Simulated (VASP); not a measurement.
# TiO2 (P4_2/mnm) in VASP: notebook

Aim: see how the results for TiO2 move with the level of theory and the settings. Levels: PBE, r2SCAN. Tasks: single point.

Program: VASP 6.6.1. These are calculated values, not measurements. Logs are shortened: lines on timing, memory, paths and dates and some standing lists are left out, and cuts for length are marked.

### Step 1. The cell of the first run

The structure is tetragonal, space group P4_2/mnm (No. 136). Conventional cell: a = 4.630 Å, b = 4.630 Å, c = 2.979 Å, α = 90.00°, β = 90.00°, γ = 90.00°. Within 2.6 Å of Ti (site symmetry mmm) lie 6 O at 1.96 to 1.99 Å. Within 2.6 Å of O (site symmetry m2m) lie 3 Ti at 1.96 to 1.99 Å and 1 O at 2.56 Å.

### Step 2. Single point, PBE

File INCAR:

```
ALGO = Normal
EDIFF = 1E-6
ENCUT = 520
GGA = PE
ISIF = 2
ISMEAR = -1
LASPH = T
LCHARG = F
LREAL = F
LWAVE = F
NBANDS = 33
NELM = 60
PREC = Accurate
SIGMA = 0.05
```

File KPOINTS:

```
k-points
0
Gamma
  6 6 9
```

File POSCAR:

```
TiO2
1.0
    4.6303007105      0.0000000000      0.0000000000
    0.0000000000      4.6303007105      0.0000000000
    0.0000000000      0.0000000000      2.9788115719
Ti O
2 4
Direct
    0.0000000000      0.0000000000      0.5000000000
    0.5000000000      0.5000000000      0.0000000000
    0.3043213200      0.3043213200      0.5000000000
    0.1956786800      0.8043213200      0.0000000000
    0.8043213200      0.1956786800      0.0000000000
    0.6956786800      0.6956786800      0.5000000000
```

Potentials or basis: VASP PAW PBE potentials, release 64 (Ti_sv, O).

Run with:

```console
$ cat potpaw_PBE.64/Ti_sv/POTCAR potpaw_PBE.64/O/POTCAR > POTCAR
$ mpirun -np 1 vasp_std > vasp.out
```

OUTCAR:

```text
EDIFF = 1E-6
   ENCUT = 520
   GGA = PE
   ISIF = 2
   ISMEAR = -1
   LASPH = T
   LREAL = F
   NELM = 60
   PREC = Accurate

 ion  position               nearest neighbor table
   1  0.000  0.000  0.500-   4 1.96   5 1.96   4 1.96   5 1.96   3 1.99   6 1.99
   2  0.500  0.500  0.000-   3 1.96   6 1.96   3 1.96   6 1.96   5 1.99   4 1.99
   3  0.304  0.304  0.500-   2 1.96   2 1.96   1 1.99
   4  0.196  0.804  0.000-   1 1.96   1 1.96   2 1.99
   5  0.804  0.196  0.000-   1 1.96   1 1.96   2 1.99
   6  0.696  0.696  0.500-   2 1.96   2 1.96   1 1.99

  LATTYP: Found a simple tetragonal cell.
 ALAT       =     4.6303007105
 C/A-ratio  =     0.6433300466

  Lattice vectors:

 A1 = (   4.6303007105,   0.0000000000,   0.0000000000)
 A2 = (   0.0000000000,   4.6303007105,   0.0000000000)
 A3 = (   0.0000000000,   0.0000000000,   2.9788115719)

Analysis of symmetry for initial positions (statically):
=====================================================================
 Subroutine PRICEL returns:
 Original cell was already a primitive cell.

 Routine SETGRP: Setting up the symmetry group for a
 simple tetragonal supercell.

 Subroutine GETGRP returns: Found 16 space group operations
 (whereof  8 operations were pure point group operations)
 out of a pool of 16 trial point group operations.

The static configuration has the point symmetry D_2h.
 The point group associated with its full space group is D_4h.

Analysis of symmetry for dynamics (positions and initial velocities):
=====================================================================
 Subroutine PRICEL returns:
 Original cell was already a primitive cell.

 Routine SETGRP: Setting up the symmetry group for a
 simple tetragonal supercell.

 Subroutine GETGRP returns: Found 16 space group operations
 (whereof  8 operations were pure point group operations)
 out of a pool of 16 trial point group operations.

The dynamic configuration has the point symmetry D_2h.
 The point group associated with its full space group is D_4h.

 Subroutine INISYM returns: Found 16 space group operations
 (whereof  8 operations are pure point group operations),
 and found     1 'primitive' translations

----------------------------------------------------------------------------------------

                                     Primitive cell

  volume of cell :      63.8648

  direct lattice vectors                    reciprocal lattice vectors
     4.630300711  0.000000000  0.000000000     0.215968695  0.000000000  0.000000000
     0.000000000  4.630300711  0.000000000     0.000000000  0.215968695  0.000000000
     0.000000000  0.000000000  2.978811572     0.000000000  0.000000000  0.335704349

  length of vectors
     4.630300711  4.630300711  2.978811572     0.215968695  0.215968695  0.335704349

  position of ions in fractional coordinates (direct lattice)
     0.000000000  0.000000000  0.500000000
     0.500000000  0.500000000  0.000000000
     0.304321320  0.304321320  0.500000000
     0.195678680  0.804321320  0.000000000
     0.804321320  0.195678680  0.000000000
     0.695678680  0.695678680  0.500000000

  ion indices of the primitive-cell ions
   primitive index   ion index
                 1           1
                 2           2
                 3           3
                 4           4
                 5           5
                 6           6

----------------------------------------------------------------------------------------

 KPOINTS: k-points

Automatic generation of k-mesh.
 Grid dimensions read from file:
 generate k-points for:    6    6    9

 Generating k-lattice:

  Cartesian coordinates                     Fractional coordinates (reciprocal lattice)
     0.035994782  0.000000000  0.000000000     0.166666667  0.000000000  0.000000000
     0.000000000  0.035994782  0.000000000     0.000000000  0.166666667  0.000000000
     0.000000000  0.000000000  0.037300483     0.000000000  0.000000000  0.111111111

  Length of vectors
     0.035994782  0.035994782  0.037300483

  Shift w.r.t. Gamma in fractional coordinates (k-lattice)
     0.000000000  0.000000000  0.000000000

 Subroutine IBZKPT returns following result:
 ===========================================

 Found     50 irreducible k-points:

 Following reciprocal coordinates:
            Coordinates               Weight
  0.000000  0.000000  0.000000      1.000000
  0.166667  0.000000  0.000000      4.000000
  0.333333  0.000000  0.000000      4.000000
  0.500000  0.000000  0.000000      2.000000
  0.166667  0.166667  0.000000      4.000000
  0.333333  0.166667  0.000000      8.000000
[... 16 lines left out ...]
  0.333333  0.000000  0.222222      8.000000
  0.500000  0.000000  0.222222      4.000000
 [... further k-points ...]
   k-points           NKPTS =     50   k-points in BZ     NKDIM =     50   number of bands    NBANDS=     33
   number of dos      NEDOS =    301   number of ions     NIONS =      6
   total plane-waves  NPLWV =  31104
   dimension x,y,z NGX =    36 NGY =   36 NGZ =   24
   dimension x,y,z NGXF=    72 NGYF=   72 NGZF=   48
   ions per type =               2   4
   NGX,Y,Z   is equivalent  to a cutoff of  12.93, 12.93, 13.39 a.u.
   NGXF,Y,Z  is equivalent  to a cutoff of  25.85, 25.85, 26.79 a.u.
 SYSTEM =  unknown system
   PREC   = accura    normal or accurate (medium, high low for compatibility)
   ISTART =      0    job   : 0-new  1-cont  2-samecut
   ICHARG =      2    charge: 1-file 2-atom 10-const
   ISPIN  =      1    spin polarized calculation?
   LNONCOLLINEAR =      F non collinear calculations
   LSORBIT =      F    spin-orbit coupling
   LASPH  =      T    aspherical Exc in radial PAW
   ENCUT  =  520.0 eV  38.22 Ry    6.18 a.u.   8.61  8.61  5.54*2*pi/ulx,y,z
   NELM   =     60;   NELMIN=  2; NELMDL= -5     # of ELM steps
   EDIFF  = 0.1E-05   stopping-criterion for ELM
   LREAL  =      F    real-space projection
   EDIFFG = 0.1E-04   stopping-criterion for IOM
   NSW    =      0    number of steps for IOM
   IBRION =     -1    ionic relax: 0-MD 1-quasi-New 2-CG
   NFREE  =      0    steps in history (QN), initial steepest desc. (CG)
   ISIF   =      2    stress and relaxation
   ISYM   =      2    0-nonsym 1-usesym 2-fastsym
   POTIM  = 0.5000    time-step for ionic-motion
   TEBEG  =    0.0;   TEEND  =   0.0 temperature during run
   PSTRESS=    0.0 pullay stress
   NELECT =      48.0000    total number of electrons
   NUPDOWN=      -1.0000    fix difference up-down
   EMIN   =  10.00;   EMAX   =-10.00  energy-range for DOS
   EFERMI =   0.00;   METHOD = LEGACY
   ISMEAR =    -1;   SIGMA  =   0.05  broadening in eV -4-tet -1-fermi 0-gaus
   EFERMI_NEDOS =   21; number of points for ismear=-14 and -15
   IALGO  =     38    algorithm
   IMIX   =      4    mixing-type and parameters
     AMIX     =   0.40;   BMIX     =  1.00
     AMIX_MAG =   1.60;   BMIX_MAG =  1.00
  volume/ion in A,a.u.               =      10.64        71.83
  Fermi-wavevector in a.u.,A,eV,Ry     =   1.488452  2.812766 30.143554  2.215489
  Thomas-Fermi vector in A             =   2.601485
   LORBIT       =      0    0 simple, 1 ext, 2 COOP (PROOUT), +10 PAW based schemes
   GGA     = PE    functional components
   LHFCALC =     F    Hartree Fock is set to
   AEXX    =    0.0000 exact exchange contribution
   IVDW    =     0    specifies the selected vdW correction
   LEPSILON=     F    determine dielectric tensor
   LRPA    =     F    only Hartree local field effects (RPA)
 non-spin polarized calculation
  energy-cutoff  :      520.00
  volume of cell :       63.86
 maximum number of plane-waves:      1740
 NGX is ok and might be reduce to    36
   NGX = 17   NGY = 17   NGZ = 11

 number of electron      48.0000022 magnetization

 Free energy of the ion-electron system (eV)
  ---------------------------------------------------
  ext. energy  EPLUGINS =         0.00000000
  ---------------------------------------------------
  free energy    TOTEN  =       -53.67419158 eV

  energy without entropy =      -53.67419158  energy(sigma->0) =      -53.67419158

 E-fermi :   5.5006     XC(G=0): -11.2925

 val. band max:        4.6270314088   @ k =   0.0000   0.0000   0.0000
 cond. band min:       6.4175614857   @ k =   0.0000   0.0000   0.0000
 fundamental gap:      1.7905300769
 Fermi energy:         5.5006400464

 k-point     1 :       0.0000    0.0000    0.0000
  band No.  band energies     occupation
      1     -52.3841      2.00000
      2     -52.3689      2.00000
      3     -28.6695      2.00000
      4     -28.6695      2.00000
      5     -28.5199      2.00000
      6     -28.5199      2.00000
[... 25 lines left out ...]
     32      11.0025      0.00000
     33      11.0026      0.00000

 k-point     2 :       0.1667    0.0000    0.0000
  band No.  band energies     occupation
      1     -52.3831      2.00000
      2     -52.3700      2.00000
      3     -28.6616      2.00000
      4     -28.6609      2.00000
      5     -28.5295      2.00000
      6     -28.5287      2.00000
[... 25 lines left out ...]
     32      10.9125      0.00000
     33      10.9316      0.00000

 k-point     3 :       0.3333    0.0000    0.0000
  band No.  band energies     occupation
      1     -52.3803      2.00000
      2     -52.3727      2.00000
      3     -28.6406      2.00000
      4     -28.6387      2.00000
      5     -28.5534      2.00000
      6     -28.5515      2.00000
[... 25 lines left out ...]
     32      10.7322      0.00000
     33      10.7691      0.00000

 k-point     4 :       0.5000    0.0000    0.0000
  band No.  band energies     occupation
      1     -52.3765      2.00000
      2     -52.3765      2.00000
      3     -28.6224      2.00000
      4     -28.6224      2.00000
      5     -28.5705      2.00000
      6     -28.5705      2.00000
[... 673 lines left out ...]
     32      10.2366      0.00000
     33      10.4795      0.00000

 k-point    23 :       0.3333    0.0000    0.2222
  band No.  band energies     occupation
      1     -52.3644      2.00000
      2     -52.3586      2.00000
      3     -28.6615      2.00000
      4     -28.6469      2.00000
      5     -28.5977      2.00000
      6     -28.5889      2.00000
[... 25 lines left out ...]
     32       9.8340      0.00000
     33      10.5585      0.00000

 k-point    24 :       0.5000    0.0000    0.2222
  band No.  band energies     occupation
      1     -52.3615      2.00000
      2     -52.3615      2.00000
      3     -28.6571      2.00000
      4     -28.6571      2.00000
      5     -28.5808      2.00000
      6     -28.5808      2.00000
[... 25 lines left out ...]
     32       9.6622      0.00000
     33      10.9694      0.00000

 [... further k-points ...]

------------------------ aborting loop because EDIFF is reached ----------------------------------------

  FORCE on cell =-STRESS in cart. coord.  units (eV):
  Direction    XX          YY          ZZ          XY          YZ          ZX
  --------------------------------------------------------------------------------------
  -------------------------------------------------------------------------------------
  Total        0.3188212      0.3188212     -0.3483834      0.0000000      0.0000000      0.0000000
  in kB        7.9982748      7.9982748     -8.7399030      0.0000000      0.0000000      0.0000000
  external PRESSURE =       2.4188822 kB  Pullay stress =       0.0000000 kB

 VOLUME and BASIS-vectors are now :
 -----------------------------------------------------------------------------
  energy-cutoff  :      520.00
  volume of cell :       63.86
      direct lattice vectors                 reciprocal lattice vectors
     4.630300711  0.000000000  0.000000000     0.215968695  0.000000000  0.000000000
     0.000000000  4.630300711  0.000000000     0.000000000  0.215968695  0.000000000
     0.000000000  0.000000000  2.978811572     0.000000000  0.000000000  0.335704349

 POSITION                                       TOTAL-FORCE (eV/Angst)
 -----------------------------------------------------------------------------------
      0.00000      0.00000      1.48941         0.000000     -0.000000     -0.000000
      2.31515      2.31515      0.00000         0.000000     -0.000000     -0.000000
      1.40910      1.40910      1.48941         0.049833      0.049833      0.000000
      0.90605      3.72425      0.00000        -0.049833      0.049833      0.000000
      3.72425      0.90605      0.00000         0.049833     -0.049833     -0.000000
      3.22120      3.22120      1.48941        -0.049833     -0.049833     -0.000000
 -----------------------------------------------------------------------------------
    total drift:                                0.000000      0.000000      0.000000

  FREE ENERGIE OF THE ION-ELECTRON SYSTEM (eV)
  ---------------------------------------------------
  free  energy   TOTEN  =       -53.6741915849 eV

  energy  without entropy=      -53.6741915840  energy(sigma->0) =      -53.67419158
```

Run time: 3.1 min. Hardware: 1 thread of Intel Xeon 8259CL, shared host; peak memory 0.22 GiB.

Results:

```
Free energy            : -53.6742 eV
Pressure               : 0.2 GPa
Largest force          : 0.070 eV/Å
Band gap on the k mesh : 1.79 eV
```

Forces in eV/Å, atoms in the order of the input:
```
Ti   0.000  0.000  0.000
Ti   0.000  0.000  0.000
O    0.050  0.050  0.000
O   -0.050  0.050  0.000
O    0.050 -0.050  0.000
O   -0.050 -0.050  0.000
```

Caveat: an odd mesh through Γ misses points on the zone boundary, where band edges can lie.

(Part 1 of 2 ends here.)
